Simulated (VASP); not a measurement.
# Ta2MnSb2O (P-3m1) in VASP: further runs

The runs below take Ta2MnSb2O through single point, relaxation of cell and atoms, with PBE.

All numbers are computed with VASP 6.6.1; they aren't measurements. Logs are shortened: lines on timing, memory, paths and dates and some standing lists are left out, and cuts for length are marked.

**1. The cell of the first run**

The structure is trigonal, space group P-3m1 (No. 164). The conventional cell has a = 3.483 Å, b = 3.483 Å, c = 10.219 Å, α = 90.00°, β = 90.00°, γ = 120.00°. Ta (site symmetry 3m) has 3 O at 2.23 Å and 3 Ta at 2.78 Å within 2.9 Å. Mn (site symmetry -3m) has 6 Sb at 2.75 Å and 6 Mn at 3.48 Å within 3.6 Å. Within 3.6 Å of Sb (site symmetry 3m) lie 3 Mn at 2.75 Å and 3 Ta at 3.03 Å and 6 Sb at 3.48 Å. O (site symmetry -3m) has 6 Ta at 2.23 Å within 2.9 Å.

**2. Single point, PBE, collinear spin, ferromagnetic start**

INCAR

```
  PREC = Accurate
  ENCUT = 520
  EDIFF = 1E-6
  ISMEAR = 0
  SIGMA = 0.15
  LREAL = F
  LASPH = T
  NELM = 150
  ALGO = Normal
  ISIF = 2
  LWAVE = F
  LCHARG = F
  ISPIN = 2
  MAGMOM = 0 0 4 0 0 0
  LORBIT = 11
  LMAXMIX = 4
  GGA = PE
  NBANDS = 38
```

KPOINTS

```
Automatic mesh
0
Gamma
  4 4 2
```

POSCAR

```
Ta2MnSb2O
1.0
    3.4828659870     -0.0000000027      0.0000000000
   -1.7414329912      3.0162504241      0.0000000000
    0.0000000000      0.0000000000     10.2192306465
Ta Mn Sb O
2 1 2 1
Direct
    0.6666666667      0.3333333333      0.9060551784
    0.3333333333      0.6666666667      0.0939448216
    0.0000000000      0.0000000000      0.5000000000
    0.3333333333      0.6666666667      0.6837797666
    0.6666666667      0.3333333333      0.3162202334
    0.0000000000      0.0000000000      0.0000000000
```

Potentials or basis: VASP PAW PBE potentials, release 64 (Ta_pv, Mn_pv, Sb, O).

Started as:

```bash
> cat potpaw_PBE.64/Ta_pv/POTCAR potpaw_PBE.64/Mn_pv/POTCAR potpaw_PBE.64/Sb/POTCAR potpaw_PBE.64/O/POTCAR > POTCAR
> mpirun -np 1 vasp_std > vasp.out
```

OUTCAR:

```text
PREC = Accurate
   ENCUT = 520
   EDIFF = 1E-6
   ISMEAR = 0
   LREAL = F
   LASPH = T
   NELM = 150
   ISIF = 2
   ISPIN = 2
   LORBIT = 11
   GGA = PE

 ion  position               nearest neighbor table
   1  0.667  0.333  0.906-   6 2.23   6 2.23   6 2.23   2 2.78   2 2.78   2 2.78   4 3.03   4 3.03
                             4 3.03
   2  0.333  0.667  0.094-   6 2.23   6 2.23   6 2.23   1 2.78   1 2.78   1 2.78   5 3.03   5 3.03
                             5 3.03
   3  0.000  0.000  0.500-   4 2.75   5 2.75   5 2.75   4 2.75   5 2.75   4 2.75
   4  0.333  0.667  0.684-   3 2.75   3 2.75   3 2.75   1 3.03   1 3.03   1 3.03
   5  0.667  0.333  0.316-   3 2.75   3 2.75   3 2.75   2 3.03   2 3.03   2 3.03
   6  0.000  0.000  0.000-   1 2.23   2 2.23   1 2.23   2 2.23   1 2.23   2 2.23

  LATTYP: Found a hexagonal cell.
 ALAT       =     3.4828659870
 C/A-ratio  =     2.9341440884

  Lattice vectors:

 A1 = (   3.4828659870,  -0.0000000027,   0.0000000000)
 A2 = (  -1.7414329912,   3.0162504241,   0.0000000000)
 A3 = (   0.0000000000,   0.0000000000,  10.2192306465)

Analysis of symmetry for initial positions (statically):
=====================================================================
 Subroutine PRICEL returns:
 Original cell was already a primitive cell.

 Routine SETGRP: Setting up the symmetry group for a
 hexagonal supercell.

 Subroutine GETGRP returns: Found 12 space group operations
 (whereof 12 operations were pure point group operations)
 out of a pool of 24 trial point group operations.

The static configuration has the point symmetry D_3d.

Analysis of symmetry for dynamics (positions and initial velocities):
=====================================================================
 Subroutine PRICEL returns:
 Original cell was already a primitive cell.

 Routine SETGRP: Setting up the symmetry group for a
 hexagonal supercell.

 Subroutine GETGRP returns: Found 12 space group operations
 (whereof 12 operations were pure point group operations)
 out of a pool of 24 trial point group operations.

The dynamic configuration has the point symmetry D_3d.

Analysis of structural, dynamic, and magnetic symmetry:
=====================================================================
 Subroutine PRICEL returns:
 Original cell was already a primitive cell.

 Routine SETGRP: Setting up the symmetry group for a
 hexagonal supercell.

 Subroutine GETGRP returns: Found 12 space group operations
 (whereof 12 operations were pure point group operations)
 out of a pool of 24 trial point group operations.

The overall configuration has the point symmetry D_3d.

 Subroutine INISYM returns: Found 12 space group operations
 (whereof 12 operations are pure point group operations),
 and found     1 'primitive' translations

----------------------------------------------------------------------------------------

                                     Primitive cell

  volume of cell :     107.3550

  direct lattice vectors                    reciprocal lattice vectors
     3.482865987 -0.000000003  0.000000000     0.287119862  0.165768729  0.000000000
    -1.741432991  3.016250424  0.000000000     0.000000000  0.331537459  0.000000000
     0.000000000  0.000000000 10.219230646     0.000000000  0.000000000  0.097854725

  length of vectors
     3.482865987  3.482865987 10.219230646     0.331537459  0.331537459  0.097854725

  position of ions in fractional coordinates (direct lattice)
     0.666666667  0.333333333  0.906055178
     0.333333333  0.666666667  0.093944822
     0.000000000  0.000000000  0.500000000
     0.333333333  0.666666667  0.683779767
     0.666666667  0.333333333  0.316220233
     0.000000000  0.000000000  0.000000000

  ion indices of the primitive-cell ions
   primitive index   ion index
                 1           1
                 2           2
                 3           3
[... 30 lines left out ...]
 Following reciprocal coordinates:
            Coordinates               Weight
  0.000000  0.000000  0.000000      1.000000
  0.250000  0.000000  0.000000      6.000000
  0.500000  0.000000  0.000000      3.000000
  0.250000  0.250000  0.000000      6.000000
  0.000000  0.000000  0.500000      1.000000
  0.250000  0.000000  0.500000      6.000000
  0.500000  0.000000  0.500000      3.000000
  0.250000  0.250000  0.500000      6.000000
   k-points           NKPTS =      8   k-points in BZ     NKDIM =      8   number of bands    NBANDS=     38
   number of dos      NEDOS =    301   number of ions     NIONS =      6
   total plane-waves  NPLWV =  62720
   dimension x,y,z NGX =    28 NGY =   28 NGZ =   80
   dimension x,y,z NGXF=    56 NGYF=   56 NGZF=  160
   ions per type =               2   1   2   1
   NGX,Y,Z   is equivalent  to a cutoff of  13.37, 13.37, 13.01 a.u.
   NGXF,Y,Z  is equivalent  to a cutoff of  26.73, 26.73, 26.03 a.u.
 SYSTEM =  unknown system
   PREC   = accura    normal or accurate (medium, high low for compatibility)
   ISTART =      0    job   : 0-new  1-cont  2-samecut
   ICHARG =      2    charge: 1-file 2-atom 10-const
   ISPIN  =      2    spin polarized calculation?
   LNONCOLLINEAR =      F non collinear calculations
   LSORBIT =      F    spin-orbit coupling
   LASPH  =      T    aspherical Exc in radial PAW
   ENCUT  =  520.0 eV  38.22 Ry    6.18 a.u.   6.48  6.48 19.00*2*pi/ulx,y,z
   NELM   =    150;   NELMIN=  2; NELMDL= -5     # of ELM steps
   EDIFF  = 0.1E-05   stopping-criterion for ELM
   LREAL  =      F    real-space projection
   EDIFFG = 0.1E-04   stopping-criterion for IOM
   NSW    =      0    number of steps for IOM
   IBRION =     -1    ionic relax: 0-MD 1-quasi-New 2-CG
   NFREE  =      0    steps in history (QN), initial steepest desc. (CG)
   ISIF   =      2    stress and relaxation
   ISYM   =      2    0-nonsym 1-usesym 2-fastsym
   POTIM  = 0.5000    time-step for ionic-motion
   TEBEG  =    0.0;   TEEND  =   0.0 temperature during run
   PSTRESS=    0.0 pullay stress
   NELECT =      51.0000    total number of electrons
   NUPDOWN=      -1.0000    fix difference up-down
   EMIN   =  10.00;   EMAX   =-10.00  energy-range for DOS
   EFERMI =   0.00;   METHOD = LEGACY
   ISMEAR =     0;   SIGMA  =   0.15  broadening in eV -4-tet -1-fermi 0-gaus
   EFERMI_NEDOS =   21; number of points for ismear=-14 and -15
   IALGO  =     38    algorithm
   IMIX   =      4    mixing-type and parameters
     AMIX     =   0.40;   BMIX     =  1.00
     AMIX_MAG =   1.60;   BMIX_MAG =  1.00
  volume/ion in A,a.u.               =      17.89       120.74
  Fermi-wavevector in a.u.,A,eV,Ry     =   1.277392  2.413920 22.201030  1.631730
  Thomas-Fermi vector in A             =   2.409994
   LORBIT       =     11    0 simple, 1 ext, 2 COOP (PROOUT), +10 PAW based schemes
   GGA     = PE    functional components
   LHFCALC =     F    Hartree Fock is set to
   AEXX    =    0.0000 exact exchange contribution
   IVDW    =     0    specifies the selected vdW correction
   LEPSILON=     F    determine dielectric tensor
   LRPA    =     F    only Hartree local field effects (RPA)
 spin polarized calculation
 Gauss-broadening in eV      SIGMA  =   0.15
  energy-cutoff  :      520.00
  volume of cell :      107.36
 maximum number of plane-waves:      2930
 NGX is ok and might be reduce to    28
   NGX = 13   NGY = 13   NGZ = 39

 number of electron      51.0000003 magnetization       3.0627862

 Free energy of the ion-electron system (eV)
  ---------------------------------------------------
  ext. energy  EPLUGINS =         0.00000000
  ---------------------------------------------------
  free energy    TOTEN  =       -46.90595306 eV

  energy without entropy =      -46.86659436  energy(sigma->0) =      -46.88627371

 E-fermi :   8.4493     XC(G=0): -11.5203

 val. band max:        8.4422863347   @ k =   0.2500   0.0000   0.0000
 cond. band min:       8.4976540649   @ k =   0.0000   0.0000   0.5000
 fundamental gap:      0.0553677302
 Fermi energy:         8.4493089069

 spin component 1

 k-point     1 :       0.0000    0.0000    0.0000
  band No.  band energies     occupation
      1     -41.1253      1.00000
      2     -41.1253      1.00000
      3     -41.0583      1.00000
      4     -27.3171      1.00000
      5     -27.1439      1.00000
      6     -27.1439      1.00000
[... 309 lines left out ...]
     36      12.0572      0.00000
     37      12.3872      0.00000
 Fermi energy:         8.4493089069

 spin component 2

 k-point     1 :       0.0000    0.0000    0.0000
  band No.  band energies     occupation
      1     -37.6969      1.00000
      2     -37.6524      1.00000
      3     -37.6524      1.00000
      4     -27.3581      1.00000
      5     -27.1882      1.00000
      6     -27.1882      1.00000
[... 309 lines left out ...]
     36      12.0351      0.00000
     37      12.8411      0.00000
 [bands above 37 left out]

------------------------ aborting loop because EDIFF is reached ----------------------------------------

  FORCE on cell =-STRESS in cart. coord.  units (eV):
  Direction    XX          YY          ZZ          XY          YZ          ZX
  --------------------------------------------------------------------------------------
  -------------------------------------------------------------------------------------
  Total        0.0341492      0.0341492      0.4355555     -0.0000000      0.0000000      0.0000000
  in kB        0.5096460      0.5096460      6.5002745     -0.0000000      0.0000000      0.0000000
  external PRESSURE =       2.5065222 kB  Pullay stress =       0.0000000 kB

 VOLUME and BASIS-vectors are now :
 -----------------------------------------------------------------------------
  energy-cutoff  :      520.00
  volume of cell :      107.36
      direct lattice vectors                 reciprocal lattice vectors
     3.482865987 -0.000000003  0.000000000     0.287119862  0.165768729  0.000000000
    -1.741432991  3.016250424  0.000000000     0.000000000  0.331537459  0.000000000
     0.000000000  0.000000000 10.219230646     0.000000000  0.000000000  0.097854725

 POSITION                                       TOTAL-FORCE (eV/Angst)
 -----------------------------------------------------------------------------------
      1.74143      1.00542      9.25919         0.000000     -0.000000     -0.004226
      0.00000      2.01083      0.96004        -0.000000      0.000000      0.004226
      0.00000      0.00000      5.10962         0.000000     -0.000000      0.000000
      0.00000      2.01083      6.98770         0.000000     -0.000000     -0.010502
      1.74143      1.00542      3.23153         0.000000     -0.000000      0.010502
      0.00000      0.00000      0.00000         0.000000     -0.000000      0.000000
 -----------------------------------------------------------------------------------
    total drift:                                0.000000     -0.000000     -0.000000

  FREE ENERGIE OF THE ION-ELECTRON SYSTEM (eV)
  ---------------------------------------------------
  free  energy   TOTEN  =       -46.9059530622 eV

  energy  without entropy=      -46.8665943628  energy(sigma->0) =      -46.88627371

 total charge

# of ion       s       p       d       tot
------------------------------------------
    1        0.286   6.118   2.446   8.850
    2        0.286   6.118   2.446   8.850
    3        0.272   6.183   5.130  11.584
    4        1.142   1.263   0.056   2.461
    5        1.142   1.263   0.056   2.461
    6        1.563   3.469   0.000   5.032
--------------------------------------------------
tot          4.691  24.414  10.133  39.239

 magnetization (x)

# of ion       s       p       d       tot
------------------------------------------
    1       -0.006   0.003  -0.064  -0.067
    2       -0.006   0.003  -0.064  -0.067
    3        0.038   0.016   3.229   3.282
    4        0.004  -0.075   0.005  -0.065
    5        0.004  -0.075   0.005  -0.065
    6       -0.004  -0.037   0.000  -0.041
--------------------------------------------------
tot          0.029  -0.164   3.111   2.976
```

It took 75 s on 1 thread of Intel Xeon Platinum 8488C (Sapphire Rapids), shared host; peak memory 0.31 GiB.

What came out:

| Property | Result |
| --- | --- |
| Free energy | -46.9060 eV |
| Pressure | 0.3 GPa |
| Largest force | 0.011 eV/Å |
| Net moment | 3.06 μB per cell |
| Site moments | Ta -0.07; Mn +3.28; Sb -0.07; O -0.04 μB |
| Valence electrons inside the program's atomic spheres | Ta 8.85; Mn 11.58; Sb 2.46; O 5.03 |

Forces in eV/Å, atoms in the order of the input:
```
Ta   0.000  0.000 -0.004
Ta   0.000  0.000  0.004
Mn   0.000  0.000  0.000
Sb   0.000  0.000 -0.011
Sb   0.000  0.000  0.011
O    0.000  0.000  0.000
```

Stress tensor (GPa, compression positive):
```
0.05 0.00 0.00
0.00 0.05 0.00
0.00 0.00 0.65
```

Caveat: the k points lie up to 0.52 Å⁻¹ apart; spin-orbit coupling is left out, which moves the levels of the heavy elements; a cell with one magnetic atom can't hold antiferromagnetic order, which such compounds often take. With open d or f shells a metallic result of PBE can be an artefact of self-interaction; +U or a hybrid may open a gap.

**3. Relaxation of cell and atoms, PBE, collinear spin, ferromagnetic start**

This run uses another cell than the first one, of 19.28 Å³/atom.

INCAR

```
SYSTEM = Ta2MnSb2O
ALGO = Normal
EDIFF = 1E-6
EDIFFG = -0.08
ENCUT = 600
GGA = PE
IBRION = 2
ISIF = 3
ISMEAR = 0
ISPIN = 2
LASPH = .TRUE.
LCHARG = .FALSE.
LMAXMIX = 4
LORBIT = 11
LREAL = .FALSE.
LWAVE = .FALSE.
MAGMOM = 0 0 4 0 0 0
NELM = 150
NSW = 36
PREC = Accurate
SIGMA = 0.15
```

KPOINTS

```
k-points
0
G
  4 4 2
  0 0 0
```

POSCAR

```
Ta2MnSb2O
1.0
    3.7921881900      0.0000000000      0.0000000000
   -1.8960940900      3.2841313100      0.0000000000
    0.0000000000      0.0000000000      9.2889260700
Ta Mn Sb O
2 1 2 1
Direct
    0.6666666700      0.3333333300      0.8333333300
    0.3333333300      0.6666666700      0.1666666700
    0.0000000000      0.0000000000      0.5000000000
    0.3333333300      0.6666666700      0.6666666700
    0.6666666700      0.3333333300      0.3333333300
    0.0000000000      0.0000000000      0.0000000000
```

Potentials or basis: VASP PAW PBE potentials, release 64 (Ta_pv, Mn_pv, Sb, O).

Started as:

```bash
> cat potpaw_PBE.64/Ta_pv/POTCAR potpaw_PBE.64/Mn_pv/POTCAR potpaw_PBE.64/Sb/POTCAR potpaw_PBE.64/O/POTCAR > POTCAR
> mpirun -np 1 vasp_std > vasp.out
```

It took 23 min on 1 thread of Intel Xeon Platinum 8488C (Sapphire Rapids), shared host; peak memory 0.37 GiB.

The run converged. Its results:

| Item | Value |
| --- | --- |
| Free energy | -46.4894 eV |
| Relaxed volume | 16.91 Å³/atom |
| Relaxed cell | a = 3.403 Å, b = 3.403 Å, c = 10.117 Å, α = 90.00°, β = 90.00°, γ = 120.00° |
| Space group after relaxing (to 0.1 Å) | P-3m1 (No. 164) |
| Energy gained by relaxing | 537.6 meV/atom |
| Ionic steps | 18 |
| Pressure after relaxing | 0.1 GPa |
| Largest force after relaxing | 0.077 eV/Å |
| Net moment | 0.00 μB per cell |
| Valence electrons inside the program's atomic spheres | Ta 8.88; Mn 11.76; Sb 2.46; O 5.05 |

Forces in eV/Å, atoms in the order of the input:
```
Ta   0.000  0.000 -0.045
Ta   0.000  0.000  0.045
Mn   0.000  0.000  0.000
Sb   0.000  0.000  0.077
Sb   0.000  0.000 -0.077
O    0.000  0.000  0.000
```

Stress tensor (GPa, compression positive):
```
-0.01  0.00  0.00
 0.00 -0.01  0.00
 0.00  0.00  0.20
```

The path:
```
step  energy change (eV)  largest force (eV/Å)  pressure (GPa)  volume (Å³)
   1              0.0000                3.6916            0.16       115.68
   2             -1.0661                2.2632           -6.09       115.98
   3             -1.8913                2.1349           -9.40       116.26
   4             -2.4859                2.1798           -1.14       116.58
   5             -2.5153                2.1387           -9.01       116.42
   6             -2.7590                1.8154           -6.08       116.51
   7             -1.0294                9.2885           25.47        98.37
   8             -2.4712                1.3565           -4.46       111.52
   9             -2.4852                1.4553           -3.15       110.59
  10             -3.0039                1.1885            4.11       100.69
  11             -3.0247                1.0021            6.68        98.62
  12             -3.1514                1.1137            0.43       100.34
  13             -3.1688                0.7289            1.75        99.89
  14             -3.2136                0.3634           -0.40       101.52
  15             -3.2181                0.2083           -1.28       102.27
  16             -3.2237                0.1564            0.47       101.30
  17             -3.2242                0.1353            0.06       101.51
  18             -3.2255                0.0771            0.06       101.47
```

Final structure:
```
Ta Mn Sb O
1.0
     3.40318    0.00000    0.00000
    -1.70159    2.94724    0.00000
     0.00000    0.00000   10.11689
Ta Mn Sb O
2 1 2 1
Direct
  0.66667 0.33333 0.90211
  0.33333 0.66667 0.09789
  0.00000 0.00000 0.50000
  0.33333 0.66667 0.67475
  0.66667 0.33333 0.32525
  0.00000 0.00000 0.00000
```

Levels at points of the mesh, in eV from the Fermi level:
Spin up:
| k point | band 23 | band 24 | band 25 | band 26 | band 27 | band 28 |
| --- | --- | --- | --- | --- | --- | --- |
| (0.00, 0.00, 0.00) | -0.60 | -0.43 | -0.43 | 0.09 | 0.82 | 0.82 |
| (0.50, 0.00, 0.00) | -0.62 | -0.32 | -0.01 | 0.17 | 0.68 | 0.96 |
| (0.00, 0.00, 0.50) | -0.58 | -0.44 | -0.44 | 0.55 | 0.69 | 0.69 |
| (0.50, 0.00, 0.50) | -0.56 | -0.18 | -0.08 | 0.18 | 0.57 | 0.62 |
Spin down:
```
           k point  band 23  band 24  band 25  band 26  band 27  band 28
(0.00, 0.00, 0.00)    -0.60    -0.43    -0.43     0.09     0.82     0.82
(0.50, 0.00, 0.00)    -0.62    -0.32    -0.01     0.17     0.68     0.96
(0.00, 0.00, 0.50)    -0.58    -0.44    -0.44     0.55     0.69     0.69
(0.50, 0.00, 0.50)    -0.56    -0.18    -0.08     0.18     0.57     0.62
```

Caveat: the k points lie up to 0.53 Å⁻¹ apart in the final cell; spin-orbit coupling is left out, which moves the levels of the heavy elements; the relaxation stopped at a loose force limit of 0.08 eV/Å, so its end isn't a converged minimum.
